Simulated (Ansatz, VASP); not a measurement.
# Two plane-wave programs on GaN

```
Ga N
1.0
     3.17870    0.00000    0.00000
    -1.58935    2.75283    0.00000
     0.00000    0.00000   23.80000
Ga N
1 1
Cartesian
  0.0000 1.8352 7.0000
  1.5893 0.9176 7.0000
```

Alike in both runs: functional PBEsol; dispersion D3(BJ); k mesh 12 × 12 × 1; occupations gaussian, width 0.03 eV; no spin polarisation.

Ansatz relaxed the structure, and its values are those at the end. VASP's run is a single point on that final structure, the one shown.

|  | VASP | Ansatz |
| --- | --- | --- |
| version | VASP 6.6.1 | Ansatz 0.2.0 |
| potentials or method | VASP PAW PBE potentials, release 64 (Ga_d, N), cutoff 520 eV | scalar-relativistic, plane waves, PAW |
| valence electrons in the cell | 18 | 18 |

```tsv
	VASP	Ansatz	Ansatz less VASP
gap on the k mesh at the Fermi level (eV)	2.36	2.35	-0.005
least direct gap on the mesh (eV)	2.60	2.59	-0.013
```

VASP's potentials were made for PBE, not for PBEsol, and Ansatz warns of the same on its side. Ansatz's warnings: slab cell height set, structure snapped to symmetry, xc potential rough in thin density.
